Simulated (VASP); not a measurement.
Runs of VASP 6.6.1 on Fe. The structure is that of space group P6_3/mmc (No. 194), or close to it. The cells are those of the table. 

| spin | cell | k mesh | cutoff (eV) | smearing | gap on the mesh (eV) | pressure (GPa) | moment (μB) |
| --- | --- | --- | --- | --- | --- | --- | --- |
| collinear, ferromagnetic start | a = 2.484, b = 2.484, c = 4.315 Å, angles 90.0, 90.0, 120.0°, 2 atoms | 16 × 16 × 8 | 520 | fermi-dirac 0.05 eV | none | 7.5 | (b) |
| off | a = 2.462, b = 2.462, c = 3.893 Å, angles 90.0, 90.0, 120.0°, 2 atoms | 8 × 8 × 4 | 600 | fermi-dirac 0.1 eV | none | -0.9 | - |
| collinear, ferromagnetic start | a = 2.449, b = 2.449, c = 4.255 Å, angles 90.0, 90.0, 120.0°, 2 atoms | 16 × 16 × 8 | 520 | fermi-dirac 0.05 eV | none | 1.4 | 3.50 |
| collinear, ferromagnetic start | a = 2.518, b = 2.518, c = 4.375 Å, angles 90.0, 90.0, 120.0°, 2 atoms | 7 × 7 × 4 | 520 | fermi-dirac 0.1 eV | none | -1.4 | 4.94 |
| collinear, ferromagnetic start | a = 2.518, b = 2.518, c = 4.375 Å, angles 90.0, 90.0, 120.0°, 2 atoms | 14 × 14 × 8 | 520 | fermi-dirac 0.05 eV | none | (c) | (a) |

Alike in all rows: task single point; level PBE; potentials or basis VASP PAW PBE potentials, release 64 (Fe).

Fill in the values left out.

(a) 5.07; (b) 5.00; (c) -0.2.

Caveats: some runs use coarse meshes.

A gap of «none» marks levels without a gap at the run's occupations.
